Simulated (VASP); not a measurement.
Ti3S2, 5 atoms in the cell. Symmetry: R32, No. 155, trigonal system. The conventional cell has a = 5.426 Å, b = 5.426 Å, c = 9.713 Å, α = 90.00°, β = 90.00°, γ = 120.00°. Within 3.2 Å of Ti (site symmetry 2) lie 4 S at 2.42 to 2.44 Å and 6 Ti at 3.12 to 3.15 Å. S (site symmetry 3) has 6 Ti at 2.42 to 2.44 Å and 3 S at 3.13 Å within 3.2 Å. 

- Program: VASP 6.6.1
- Task: single point
- Functional: LDA
- Potentials or basis: VASP PAW LDA potentials, release 64 (Ti_sv, S)
- Cutoff: 520 eV
- k mesh: 6 × 6 × 6
- Occupations: fermi-dirac, width 0.1 eV
- Spin: no spin polarisation
- Dipole correction: no
- Further INCAR settings: ALGO = Normal; EDIFF = 1e-06; NBANDS = 32

Potentials or basis: VASP PAW LDA potentials, release 64 (Ti_sv, S).

The run is started by

```sh
$ cat potpaw_LDA.64/Ti_sv/POTCAR potpaw_LDA.64/S/POTCAR > POTCAR
$ mpirun -np 1 vasp_std > vasp.out
```

Hardware: 1 thread of AMD EPYC 7R43 64-Core Processor (Zen 3), with other jobs on the host.

Question: How long does it take, and how much memory?

Answer: It took 84 s on 1 thread of AMD EPYC 7R43 64-Core Processor (Zen 3) (shared host), peak memory 0.18 GiB. Counts: scf iterations 14, k points 40.
